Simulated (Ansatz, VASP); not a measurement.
## HgTe: VASP beside Ansatz

INCAR

```
SYSTEM = HgTe
ALGO = Normal
EDIFF = 1E-7
ENCUT = 520
GGA = PE
ISIF = 2
ISMEAR = 0
LASPH = .True.
LCHARG = .False.
LREAL = .False.
LWAVE = .False.
NBANDS = 16
NELM = 80
PREC = Accurate
SIGMA = 0.028999999999999998
```

File KPOINTS:

```
k-points
0
Gamma
  7 7 7
  0 0 0
```

The input POSCAR:

```
HgTe
1.0
    0.0000000000      3.1800000000      3.1800000000
    3.1800000000      0.0000000000      3.1800000000
    3.1800000000      3.1800000000      0.0000000000
Hg Te
1 1
Direct
    0.0000000000      0.0000000000      0.0000000000
    0.5000000000      0.5000000000      0.5000000000
```

input.yaml

```yaml
crystal:
  lattice:
    - [0.0, 3.18, 3.18]
    - [3.18, 0.0, 3.18]
    - [3.18, 3.18, 0.0]
  atoms:
    - { symbol: Hg, position: [0.0, 0.0, 0.0] }
    - { symbol: Te, position: [0.5, 0.5, 0.5] }
hamiltonian:
  xc: pbe
  pseudopotentials: { kind: paw }
kpoints:
  mp_grid: { grid: [7, 7, 7] }
scf:
  occupations: { method: gaussian, width: 0.029 }
output:
  forces: true
  stress: true
  eigenvalues: true
```

Alike in both runs: task single point; functional PBE; k mesh 7 × 7 × 7; occupations gaussian, width 0.029 eV; no spin polarisation.

```csv
,VASP,Ansatz
version,VASP 6.6.1,Ansatz 0.2.0
potentials or method,"VASP PAW PBE potentials, release 64 (Hg, Te)",Ansatz PAW
plane-wave cutoff (eV),520,420
valence electrons in the cell,18,36
```

Ansatz gave:

| Item | Value |
| --- | --- |
| gap on the k mesh at the Fermi level (eV) | none |
| pressure (GPa) | -3.8 |

**Question.** What did VASP give for the same quantities?

**Answer.** gap on the k mesh at the Fermi level (eV): none; pressure (GPa): -3.7.

A gap of «none» marks a metal or a gap that the smearing closes. VASP's potentials hold 18 valence electrons a cell and Ansatz's 36, so a difference there can come from the potentials and not from the codes.

Spin-orbit coupling is off throughout.
